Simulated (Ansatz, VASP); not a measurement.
**Two plane-wave programs on TiO2**

Contents of INCAR:

```
SYSTEM = TiO2
  PREC = Accurate
  ENCUT = 520
  EDIFF = 1E-7
  ISMEAR = -1
  SIGMA = 0.05
  LREAL = .FALSE.
  LASPH = .TRUE.
  NELM = 100
  ALGO = Normal
  ISIF = 2
  LWAVE = .FALSE.
  LCHARG = .FALSE.
  GGA = PS
  NBANDS = 19
```

File KPOINTS:

```
Automatic mesh
0
G
  10 10 10
  0 0 0
```

Contents of POSCAR:

```
TiO2
1.0
    1.5072475912      0.8702098024      7.0277811357
   -1.5072475912      0.8702098024      7.0277811357
    0.0000000000     -1.7404196050      7.0277811357
Ti O
1 2
Direct
    0.0000000000      0.0000000000      0.0000000000
    0.3795330000      0.3795330000      0.3795330000
    0.6204670000      0.6204670000      0.6204670000
```

input.yaml

```yaml
crystal:
  lattice:
    - [1.5072475912, 0.8702098024, 7.0277811357]
    - [-1.5072475912, 0.8702098024, 7.0277811357]
    - [0.0, -1.740419605, 7.0277811357]
  atoms:
    - { symbol: Ti, position: [0.0, 0.0, 0.0] }
    - { symbol: O, position: [0.379533, 0.379533, 0.379533] }
    - { symbol: O, position: [0.620467, 0.620467, 0.620467] }
hamiltonian:
  xc: pbesol
  pseudopotentials: { kind: paw }
kpoints:
  mp_grid: { grid: [10, 10, 10] }
scf:
  occupations: { method: fermi_dirac, width: 0.05 }
output:
  forces: true
  stress: true
  eigenvalues: true
  write_density: true
  write_potential: true
  elf: true
  volumetric_format: npy
```

Alike in both runs: task single point; functional PBEsol; k mesh 10 × 10 × 10; occupations fermi-dirac, width 0.05 eV; no spin polarisation.

|  | VASP | Ansatz |
| --- | --- | --- |
| version | VASP 6.6.1 | Ansatz 0.2.0 |
| potentials or method | VASP PAW PBE potentials, release 64 (Ti_sv, O) | Ansatz PAW |
| plane-wave cutoff (eV) | 520 | 420 |
| valence electrons in the cell | 24 | 24 |

Ansatz gave:

```
gap on the k mesh at the Fermi level (eV)                     : 2.61
least direct gap on the mesh (eV)                             : 2.79
pressure (GPa)                                                : -6.5
traceless stress, the component that is largest in VASP (GPa) : 2.54
rms of the force components (eV/Å)                            : 0.332
```

Estimate VASP's values.

gap on the k mesh at the Fermi level (eV): 2.58; least direct gap on the mesh (eV): 2.77; pressure (GPa): -6.1; traceless stress, the component that is largest in VASP (GPa): 2.30; rms of the force components (eV/Å): 0.307.

VASP's potentials were made for PBE, not for PBEsol. Atom by atom the forces differ by 0.025 eV/Å (rms over components).
